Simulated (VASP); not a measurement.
Input of a VASP 6.6.1 run:

The input INCAR:

```
ALGO     = Normal         # electronic algorithm
EDIFF    = 1E-7           # SCF threshold, eV
ENCUT    = 520            # plane-wave cutoff, eV
GGA      = PE             # functional
ISIF     = 2              # what is computed and relaxed
ISMEAR   = 0              # smearing method
ISPIN    = 2              # spin polarisation
LASPH    = T              # aspherical terms in the spheres
LCHARG   = T              # write CHGCAR
LELF     = T              # ELF
LMAXMIX  = 4              # l up to which the mixer works
LORBIT   = 11             # projections on sites
LREAL    = F              # projectors in reciprocal space
LVHAR    = T            
LWAVE    = F              # write WAVECAR
MAGMOM   = 1 1 0 0 0 0    # initial moments
NBANDS   = 41             # bands
NELM     = 150            # most SCF steps
PREC     = Accurate       # precision mode
SIGMA    = 0.1            # smearing width, eV
```

The input KPOINTS:

```
k-points
0
Gamma
  6 6 6
```

The input POSCAR:

```
RuF2
1.0
    0.0000000000      3.2550038470      3.2550038470
    3.2550038470      0.0000000000      3.2550038470
    3.2550038470      3.2550038470      0.0000000000
Ru F
2 4
Direct
    0.0000000000      0.0000000000      0.0000000000
    0.2500000000      0.2500000000      0.2500000000
    0.6250000000      0.6250000000      0.6250000000
    0.1250000000      0.6250000000      0.6250000000
    0.6250000000      0.6250000000      0.1250000000
    0.6250000000      0.1250000000      0.6250000000
```

Potentials or basis: VASP PAW PBE potentials, release 64 (Ru_pv, F).

Command:

```bash
$ cat potpaw_PBE.64/Ru_pv/POTCAR potpaw_PBE.64/F/POTCAR > POTCAR
$ mpirun -np 1 vasp_std > vasp.out
```

What does it give for the net moment?

6.44 μB per cell.

Predict the pressure.

-1.1 GPa.
